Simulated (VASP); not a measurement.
**NaH: single point with PBE**

Crystal: NaH.

```
Na H
1.0
     2.89694    0.00000    0.00000
     0.00000    2.89694    0.00000
     0.00000    0.00000    2.89694
Na H
1 1
Direct
  0.00000 0.00000 0.00000
  0.50000 0.50000 0.50000
```

This cell differs from its parent crystal: strained.

```yaml
Program: VASP 6.6.1
Task: single point
Functional: PBE
Potentials_or_basis: VASP PAW PBE potentials, release 64 (Na_pv, H)
Cutoff: 520 eV
k_mesh: 10 × 10 × 10
Occupations: gaussian, width 0.02 eV
Spin: no spin polarisation
```

```yaml
Pressure: 1.8 GPa
Band_gap_on_the_k_mesh: 1.03 eV, indirect (least direct gap 4.61 eV)
```

Levels at points of the mesh, in eV from the valence-band top:
```tsv
k point	band 1	band 2	band 3	band 4	band 5	band 6	band 7	band 8
(0.00, 0.00, 0.00)	-24.58	-24.58	-24.58	-6.21	9.16	11.20	11.20	12.92
(0.50, 0.00, 0.00)	-24.79	-24.56	-24.56	-3.57	1.03	11.40	14.57	14.92
(0.50, 0.50, 0.00)	-24.75	-24.75	-24.54	-1.85	4.38	4.38	7.11	15.20
(0.50, 0.50, 0.50)	-24.72	-24.72	-24.72	0.00	6.98	6.98	6.98	9.49
```

Wall time 13 s on 1 thread of Intel Xeon 8259CL, on a shared host, peak memory 0.14 GiB.

Caveat: the cell differs from its parent crystal (strained). A k mesh can miss the band edges.
